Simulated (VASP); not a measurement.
CdTe:

```
Cd Te
1.0
     4.53255    0.00000    0.00000
     2.26628    3.92531    0.00000
     2.26628    1.30844    3.70081
Cd Te
1 1
Cartesian
  0.0000 0.0000 0.0000
  2.2663 1.3084 0.9252
```

Base run:

* Program: VASP 6.6.1
* Functional: PBE
* Potentials or basis: VASP PAW PBE potentials, release 64 (Cd, Te)
* Cutoff: 520 eV
* k mesh: 6 × 6 × 6
* Occupations: gaussian, width 0.01 eV
* Spin: no spin polarisation

Its results: band gap on the k mesh 0.87 eV, direct; pressure 4.4 GPa.

Question: The run is repeated on the same cell with these changes: functional from PBE to r2SCAN. What comes out?

Answer: Band gap on the k mesh 1.38 eV, direct; pressure 3.4 GPa.

r2SCAN gives the wider gap, since meta-GGAs in the generalised Kohn-Sham scheme recover part of the derivative discontinuity.

Caveats: spin-orbit coupling is left out, which moves the levels of the heavy elements; the PAW data sets were made with another functional, which shifts forces and pressure a little (some runs).

